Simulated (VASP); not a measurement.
# NaCl3 (Pm-3n) in VASP: a series of runs

NaCl3 is run at these levels: PBEsol; tasks: single point, relaxation of cell and atoms.

Everything below comes from runs of VASP 6.6.1. Logs are shortened: lines on timing, memory, paths and dates and some standing lists are left out, and cuts for length are marked.

## Step 1: The cell of the first run

Symmetry: Pm-3n, No. 223, cubic system. Conventional cell: a = 4.562 Å, b = 4.562 Å, c = 4.562 Å, α = 90.00°, β = 90.00°, γ = 90.00°. Na (site symmetry m-3) has 12 Cl at 2.55 Å within 3.4 Å. Cl (site symmetry -4m2) has 10 Cl at 2.28 to 2.79 Å and 4 Na at 2.55 Å within 3.0 Å.

## Step 2: Single point, PBEsol

INCAR

```
SYSTEM = NaCl3
PREC = Accurate
ENCUT = 520
EDIFF = 1E-6
ISMEAR = -1
SIGMA = 0.1
LREAL = .False.
LASPH = .True.
NELM = 80
ALGO = Normal
ISIF = 2
LWAVE = .False.
LCHARG = .False.
GGA = PS
NBANDS = 38
```

KPOINTS

```
regular mesh
0
Gamma
  8 8 8
  0 0 0
```

POSCAR

```
NaCl3
1.0
    4.5617473204      0.0000000000      0.0000000000
    0.0000000000      4.5617473204      0.0000000000
    0.0000000000      0.0000000000      4.5617473204
Na Cl
2 6
Direct
    0.5000000000      0.5000000000      0.5000000000
    0.0000000000      0.0000000000      0.0000000000
    0.5000000000      0.0000000000      0.7500000000
    0.0000000000      0.2500000000      0.5000000000
    0.7500000000      0.5000000000      0.0000000000
    0.5000000000      0.0000000000      0.2500000000
    0.0000000000      0.7500000000      0.5000000000
    0.2500000000      0.5000000000      0.0000000000
```

Potentials or basis: VASP PAW PBE potentials, release 64 (Na_pv, Cl).

On the command line:

```bash
$ cat potpaw_PBE.64/Na_pv/POTCAR potpaw_PBE.64/Cl/POTCAR > POTCAR
$ mpirun -np 1 vasp_std > vasp.out
```

OUTCAR:

```text
SYSTEM = NaCl3
   PREC = Accurate
   ENCUT = 520
   EDIFF = 1E-6
   ISMEAR = -1
   LREAL = .False.
   LASPH = .True.
   NELM = 80
   ISIF = 2
   GGA = PS

 ion  position               nearest neighbor table
   1  0.500  0.500  0.500-   3 2.55   4 2.55   5 2.55   6 2.55   7 2.55   8 2.55   5 2.55   8 2.55
                             3 2.55   6 2.55   4 2.55   7 2.55
   2  0.000  0.000  0.000-   3 2.55   4 2.55   5 2.55   6 2.55   7 2.55   8 2.55   4 2.55   7 2.55
                             5 2.55   8 2.55   3 2.55   6 2.55
   3  0.500  0.000  0.750-   6 2.28   6 2.28   1 2.55   2 2.55   1 2.55   2 2.55
   4  0.000  0.250  0.500-   7 2.28   7 2.28   1 2.55   2 2.55   2 2.55   1 2.55
   5  0.750  0.500  0.000-   8 2.28   8 2.28   1 2.55   1 2.55   2 2.55   2 2.55
   6  0.500  0.000  0.250-   3 2.28   3 2.28   1 2.55   2 2.55   1 2.55   2 2.55
   7  0.000  0.750  0.500-   4 2.28   4 2.28   1 2.55   2 2.55   2 2.55   1 2.55
   8  0.250  0.500  0.000-   5 2.28   5 2.28   1 2.55   1 2.55   2 2.55   2 2.55

  LATTYP: Found a simple cubic cell.
 ALAT       =     4.5617473204

  Lattice vectors:

 A1 = (   4.5617473204,   0.0000000000,   0.0000000000)
 A2 = (   0.0000000000,   4.5617473204,   0.0000000000)
 A3 = (   0.0000000000,   0.0000000000,   4.5617473204)

Analysis of symmetry for initial positions (statically):
=====================================================================
 Subroutine PRICEL returns:
 Original cell was already a primitive cell.

 Routine SETGRP: Setting up the symmetry group for a
 simple cubic supercell.

 Subroutine GETGRP returns: Found 48 space group operations
 (whereof 24 operations were pure point group operations)
 out of a pool of 48 trial point group operations.

The static configuration has the point symmetry T_h .
 The point group associated with its full space group is O_h .

Analysis of symmetry for dynamics (positions and initial velocities):
=====================================================================
 Subroutine PRICEL returns:
 Original cell was already a primitive cell.

 Routine SETGRP: Setting up the symmetry group for a
 simple cubic supercell.

 Subroutine GETGRP returns: Found 48 space group operations
 (whereof 24 operations were pure point group operations)
 out of a pool of 48 trial point group operations.

The dynamic configuration has the point symmetry T_h .
 The point group associated with its full space group is O_h .

 Subroutine INISYM returns: Found 48 space group operations
 (whereof 24 operations are pure point group operations),
 and found     1 'primitive' translations

----------------------------------------------------------------------------------------

                                     Primitive cell

  volume of cell :      94.9279

  direct lattice vectors                    reciprocal lattice vectors
     4.561747320  0.000000000  0.000000000     0.219214246  0.000000000  0.000000000
     0.000000000  4.561747320  0.000000000     0.000000000  0.219214246  0.000000000
     0.000000000  0.000000000  4.561747320     0.000000000  0.000000000  0.219214246

  length of vectors
     4.561747320  4.561747320  4.561747320     0.219214246  0.219214246  0.219214246

  position of ions in fractional coordinates (direct lattice)
     0.500000000  0.500000000  0.500000000
     0.000000000  0.000000000  0.000000000
     0.500000000  0.000000000  0.750000000
     0.000000000  0.250000000  0.500000000
     0.750000000  0.500000000  0.000000000
     0.500000000  0.000000000  0.250000000
     0.000000000  0.750000000  0.500000000
     0.250000000  0.500000000  0.000000000

  ion indices of the primitive-cell ions
   primitive index   ion index
                 1           1
                 2           2
                 3           3
                 4           4
                 5           5
                 6           6
                 7           7
                 8           8

----------------------------------------------------------------------------------------

 KPOINTS: regular mesh

Automatic generation of k-mesh.
 Grid dimensions read from file:
 generate k-points for:    8    8    8

 Generating k-lattice:

  Cartesian coordinates                     Fractional coordinates (reciprocal lattice)
     0.027401781  0.000000000  0.000000000     0.125000000  0.000000000  0.000000000
     0.000000000  0.027401781  0.000000000     0.000000000  0.125000000  0.000000000
     0.000000000  0.000000000  0.027401781     0.000000000  0.000000000  0.125000000

  Length of vectors
     0.027401781  0.027401781  0.027401781

  Shift w.r.t. Gamma in fractional coordinates (k-lattice)
     0.000000000  0.000000000  0.000000000

 Subroutine IBZKPT returns following result:
 ===========================================

 Found     35 irreducible k-points:

 Following reciprocal coordinates:
            Coordinates               Weight
  0.000000  0.000000  0.000000      1.000000
  0.125000  0.000000  0.000000      6.000000
  0.250000  0.000000  0.000000      6.000000
  0.375000  0.000000  0.000000      6.000000
  0.500000  0.000000  0.000000      3.000000
  0.125000  0.125000  0.000000     12.000000
[... 16 lines left out ...]
  0.375000  0.375000  0.125000     24.000000
  0.500000  0.375000  0.125000     24.000000
 [... further k-points ...]
   k-points           NKPTS =     35   k-points in BZ     NKDIM =     35   number of bands    NBANDS=     38
   number of dos      NEDOS =    301   number of ions     NIONS =      8
   total plane-waves  NPLWV =  46656
   dimension x,y,z NGX =    36 NGY =   36 NGZ =   36
   dimension x,y,z NGXF=    72 NGYF=   72 NGZF=   72
   ions per type =               2   6
   NGX,Y,Z   is equivalent  to a cutoff of  13.12, 13.12, 13.12 a.u.
   NGXF,Y,Z  is equivalent  to a cutoff of  26.24, 26.24, 26.24 a.u.
 SYSTEM =  NaCl3
   PREC   = accura    normal or accurate (medium, high low for compatibility)
   ISTART =      0    job   : 0-new  1-cont  2-samecut
   ICHARG =      2    charge: 1-file 2-atom 10-const
   ISPIN  =      1    spin polarized calculation?
   LNONCOLLINEAR =      F non collinear calculations
   LSORBIT =      F    spin-orbit coupling
   LASPH  =      T    aspherical Exc in radial PAW
   ENCUT  =  520.0 eV  38.22 Ry    6.18 a.u.   8.48  8.48  8.48*2*pi/ulx,y,z
   NELM   =     80;   NELMIN=  2; NELMDL= -5     # of ELM steps
   EDIFF  = 0.1E-05   stopping-criterion for ELM
   LREAL  =      F    real-space projection
   EDIFFG = 0.1E-04   stopping-criterion for IOM
   NSW    =      0    number of steps for IOM
   IBRION =     -1    ionic relax: 0-MD 1-quasi-New 2-CG
   NFREE  =      0    steps in history (QN), initial steepest desc. (CG)
   ISIF   =      2    stress and relaxation
   ISYM   =      2    0-nonsym 1-usesym 2-fastsym
   POTIM  = 0.5000    time-step for ionic-motion
   TEBEG  =    0.0;   TEEND  =   0.0 temperature during run
   PSTRESS=    0.0 pullay stress
   NELECT =      56.0000    total number of electrons
   NUPDOWN=      -1.0000    fix difference up-down
   EMIN   =  10.00;   EMAX   =-10.00  energy-range for DOS
   EFERMI =   0.00;   METHOD = LEGACY
   ISMEAR =    -1;   SIGMA  =   0.10  broadening in eV -4-tet -1-fermi 0-gaus
   EFERMI_NEDOS =   21; number of points for ismear=-14 and -15
   IALGO  =     38    algorithm
   IMIX   =      4    mixing-type and parameters
     AMIX     =   0.40;   BMIX     =  1.00
     AMIX_MAG =   1.60;   BMIX_MAG =  1.00
  volume/ion in A,a.u.               =      11.87        80.08
  Fermi-wavevector in a.u.,A,eV,Ry     =   1.373008  2.594608 25.649022  1.885150
  Thomas-Fermi vector in A             =   2.498563
   LORBIT       =      0    0 simple, 1 ext, 2 COOP (PROOUT), +10 PAW based schemes
   GGA     = PS    functional components
   LHFCALC =     F    Hartree Fock is set to
   AEXX    =    0.0000 exact exchange contribution
   IVDW    =     0    specifies the selected vdW correction
   LEPSILON=     F    determine dielectric tensor
   LRPA    =     F    only Hartree local field effects (RPA)
 non-spin polarized calculation
  energy-cutoff  :      520.00
  volume of cell :       94.93
 maximum number of plane-waves:      2569
 NGX is ok and might be reduce to    36
   NGX = 17   NGY = 17   NGZ = 17

 number of electron      55.9999987 magnetization

 Free energy of the ion-electron system (eV)
  ---------------------------------------------------
  ext. energy  EPLUGINS =         0.00000000
  ---------------------------------------------------
  free energy    TOTEN  =       -12.72840433 eV

  energy without entropy =      -12.67131586  energy(sigma->0) =      -12.69986010

 E-fermi :   8.2064     XC(G=0): -12.1312

 val. band max:        8.1638614055   @ k =   0.5000   0.3750   0.1250
 cond. band min:       8.2266956419   @ k =   0.5000   0.5000   0.1250
 fundamental gap:      0.0628342364
 Fermi energy:         8.2063910282

 k-point     1 :       0.0000    0.0000    0.0000
  band No.  band energies     occupation
      1     -14.1407      2.00000
      2     -14.1407      2.00000
      3     -14.1407      2.00000
      4     -14.0920      2.00000
      5     -14.0920      2.00000
      6     -14.0920      2.00000
[... 30 lines left out ...]
     37      18.3234      0.00000
     38      18.3234      0.00000

 k-point     2 :       0.1250    0.0000    0.0000
  band No.  band energies     occupation
      1     -14.1472      2.00000
      2     -14.1383      2.00000
      3     -14.1383      2.00000
      4     -14.1050      2.00000
      5     -14.0934      2.00000
      6     -14.0934      2.00000
[... 30 lines left out ...]
     37      17.6079      0.00000
     38      18.2925      0.00000
[... 859 lines left out ...]
     37      17.9729      0.00000
     38      18.9264      0.00000

 k-point    24 :       0.5000    0.3750    0.1250
  band No.  band energies     occupation
      1     -14.2199      2.00000
      2     -14.2186      2.00000
      3     -14.1191      2.00000
      4     -14.1188      2.00000
      5     -14.1033      2.00000
      6     -14.0998      2.00000
[... 30 lines left out ...]
     37      18.6626      0.00000
     38      18.7033      0.00000

 [... further k-points ...]

------------------------ aborting loop because EDIFF is reached ----------------------------------------

  FORCE on cell =-STRESS in cart. coord.  units (eV):
  Direction    XX          YY          ZZ          XY          YZ          ZX
  --------------------------------------------------------------------------------------
  -------------------------------------------------------------------------------------
  Total       35.6600876     35.6600876     35.6600876      0.0000000     -0.0000000     -0.0000000
  in kB      601.8653077    601.8653077    601.8653077      0.0000000     -0.0000000     -0.0000000
  external PRESSURE =     601.8653077 kB  Pullay stress =       0.0000000 kB

 VOLUME and BASIS-vectors are now :
 -----------------------------------------------------------------------------
  energy-cutoff  :      520.00
  volume of cell :       94.93
      direct lattice vectors                 reciprocal lattice vectors
     4.561747320  0.000000000  0.000000000     0.219214246  0.000000000  0.000000000
     0.000000000  4.561747320  0.000000000     0.000000000  0.219214246  0.000000000
     0.000000000  0.000000000  4.561747320     0.000000000  0.000000000  0.219214246

 POSITION                                       TOTAL-FORCE (eV/Angst)
 -----------------------------------------------------------------------------------
      2.28087      2.28087      2.28087         0.000000      0.000000      0.000000
      0.00000      0.00000      0.00000         0.000000      0.000000      0.000000
      2.28087      0.00000      3.42131         0.000000     -0.000000     -0.000000
      0.00000      1.14044      2.28087         0.000000      0.000000     -0.000000
      3.42131      2.28087      0.00000         0.000000      0.000000      0.000000
      2.28087      0.00000      1.14044        -0.000000     -0.000000      0.000000
      0.00000      3.42131      2.28087         0.000000     -0.000000     -0.000000
      1.14044      2.28087      0.00000        -0.000000      0.000000     -0.000000
 -----------------------------------------------------------------------------------
    total drift:                                0.000000      0.000000      0.000000

  FREE ENERGIE OF THE ION-ELECTRON SYSTEM (eV)
  ---------------------------------------------------
  free  energy   TOTEN  =       -12.7284043341 eV

  energy  without entropy=      -12.6713158566  energy(sigma->0) =      -12.69986010
```

Wall time 74 s (1 thread of Intel Xeon Platinum 8488C (Sapphire Rapids), shared host); peak memory 0.24 GiB.

Results:

```yaml
Free_energy: -12.7284 eV
Pressure: 60.2 GPa
Band_gap_on_the_k_mesh: zero (band 28 reaches 12.00 eV, above the bottom of band 29 at 6.63 eV)
```

Caveat: the PAW data sets were made with another functional, which shifts forces and pressure a little.

## Step 3: Relaxation of cell and atoms, PBEsol, target pressure 60 GPa, at which the enthalpy is minimised

This run uses another cell than the first one, of 11.90 Å³/atom, 1.003 times its volume.

INCAR

```
PREC = Accurate ; ENCUT = 600
EDIFF = 1E-6 ; ISMEAR = 0
SIGMA = 0.1 ; LREAL = F
LASPH = T ; NELM = 80
ALGO = Normal ; ISIF = 3
LWAVE = F ; LCHARG = F
GGA = PS ; IBRION = 2
NSW = 80 ; EDIFFG = -0.05
PSTRESS = 600.0
```

KPOINTS

```
regular mesh
0
Gamma
  4 4 4
```

POSCAR: that of step 2 with these lines changed.

```diff
@@ -2,5 +2,5 @@
 1.0
-    4.5617473204      0.0000000000      0.0000000000
-    0.0000000000      4.5617473204      0.0000000000
-    0.0000000000      0.0000000000      4.5617473204
+    4.5661040899      0.0000000000      0.0000000000
+    0.0000000000      4.5661040899      0.0000000000
+    0.0000000000      0.0000000000      4.5661040899
 Na Cl
```

Potentials or basis: VASP PAW PBE potentials, release 64 (Na_pv, Cl).

On the command line:

```bash
$ cat potpaw_PBE.64/Na_pv/POTCAR potpaw_PBE.64/Cl/POTCAR > POTCAR
$ mpirun -np 1 vasp_std > vasp.out
```

Wall time 32 s (1 thread of Intel Xeon Platinum 8488C (Sapphire Rapids), shared host); peak memory 0.2 GiB.

Results (log left out):

```
Free energy             : -12.4686 eV
Pressure after relaxing : 60.1 GPa
Band gap on the k mesh  : zero (band 28 reaches 11.91 eV, above the bottom of band 29 at 6.60 eV)
```

Final structure:
```yaml
crystal:
  lattice:
    - [4.56610, 0.00000, 0.00000]
    - [0.00000, 4.56610, 0.00000]
    - [0.00000, 0.00000, 4.56610]
  atoms:
    - { symbol: Na, position: [0.50000, 0.50000, 0.50000] }
    - { symbol: Na, position: [0.00000, 0.00000, 0.00000] }
    - { symbol: Cl, position: [0.50000, 0.00000, 0.75000] }
    - { symbol: Cl, position: [0.00000, 0.25000, 0.50000] }
    - { symbol: Cl, position: [0.75000, 0.50000, 0.00000] }
    - { symbol: Cl, position: [0.50000, 0.00000, 0.25000] }
    - { symbol: Cl, position: [0.00000, 0.75000, 0.50000] }
    - { symbol: Cl, position: [0.25000, 0.50000, 0.00000] }
```

Levels at points of the mesh, in eV from the Fermi level:
```
           k point  band 26  band 27  band 28  band 29  band 30  band 31
(0.00, 0.00, 0.00)    -1.95    -1.95     2.60     2.60     2.60     5.67
(0.50, 0.00, 0.00)    -2.98    -1.36    -1.36     2.53     2.53     4.65
(0.50, 0.50, 0.00)    -2.39    -1.33    -1.33    -0.90     2.52     6.18
(0.50, 0.50, 0.50)    -3.31    -2.71    -2.71    -2.71    -2.71     7.87
```

Caveat: the relaxation stopped at its first step, so nothing moved; the cell is relaxed towards a set pressure, so the enthalpy falls and the energy may rise; the PAW data sets were made with another functional, which shifts forces and pressure a little.
